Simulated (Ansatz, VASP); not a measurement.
## Two plane-wave programs on Ta6F

```
CELL_PARAMETERS angstrom
4.60022 0.00000 0.00000
-2.30011 3.98391 0.00000
0.00000 0.00000 21.40177
ATOMIC_POSITIONS crystal
Ta 0.66667 0.33333 0.18690
Ta 0.33333 0.66667 0.23078
Ta 0.00000 0.00000 0.27465
Ta 0.66667 0.33333 0.31578
Ta 0.33333 0.66667 0.35436
Ta 0.00000 0.00000 0.39257
F 0.88889 0.11111 0.47995
```

Alike in both runs: task single point; functional LDA; k mesh 6 × 6 × 1; occupations gaussian, width 0.1 eV; collinear spin.

|  | VASP | Ansatz |
| --- | --- | --- |
| version | VASP 6.6.1 | Ansatz 0.2.0 |
| potentials or method | VASP PAW LDA potentials, release 64 (Ta_pv, F), cutoff 520 eV | scalar-relativistic, plane waves, PAW |
| valence electrons in the cell | 73 | 85 |

|  | VASP | Ansatz | Ansatz less VASP |
| --- | --- | --- | --- |
| gap on the k mesh at the Fermi level (eV) | none | none | - |
| rms of the force components (eV/Å) | 1.451 | 1.468 | +0.0172 |
| net moment per atom (μB) | 0.00 | 0.00 | 0.000 |

Ansatz warns that its potentials were made for another functional, while VASP's fit it. LDA's correlation is that of Perdew and Zunger in VASP and of Perdew and Wang (1992) in Ansatz. Atom by atom the forces differ by 0.037 eV/Å (rms over components). A gap of «none» marks a metal or a gap that the smearing closes. VASP's potentials hold 73 valence electrons a cell and Ansatz's 85, so a difference there can come from the potentials and not from the codes. Ansatz's warnings: seeded moment not kept.

Neither program's run includes spin-orbit coupling.
